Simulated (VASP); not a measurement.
Crystal: Pb.

```xyz
1
Lattice="-1.9797 1.9797 1.9797 1.9797 -1.9797 1.9797 1.9797 1.9797 -1.9797" Properties=species:S:1:pos:R:3 pbc="T T T"
Pb    0.0000    0.0000    0.0000
```

- Program: VASP 6.6.1
- Task: relaxation of cell and atoms
- Functional: PBE
- Dispersion: D3(BJ)
- Potentials or basis: VASP PAW PBE potentials, release 64 (Pb_d)
- Cutoff: 600 eV
- k mesh: 9 × 9 × 9
- Occupations: fermi-dirac, width 0.05 eV
- Spin: no spin polarisation

At the start: pressure -1.3 GPa; volume 31.03 Å³/atom.

Question: Where does the relaxation end?

Answer: Over 3 steps the energy falls by 3.8 meV/atom and the volume is 30.10 Å³/atom (-3.0 %); space group Im-3m (No. 229, to 0.05 Å).

Step by step:
| step | energy change (eV) | largest force (eV/Å) | pressure (GPa) | volume (Å³) |
| --- | --- | --- | --- | --- |
| 1 | 0.0000 | 0.0000 | -1.27 | 31.03 |
| 2 | -0.0037 | 0.0000 | 0.26 | 29.94 |
| 3 | -0.0038 | 0.0000 | 0.01 | 30.10 |

Final structure:
```
Pb
1.0
    -1.95969    1.95969    1.95969
     1.95969   -1.95969    1.95969
     1.95969    1.95969   -1.95969
Pb
1
Direct
  0.00000 0.00000 0.00000
```

Caveat: pairwise dispersion overbinds metals, which lowers pressure and volume.
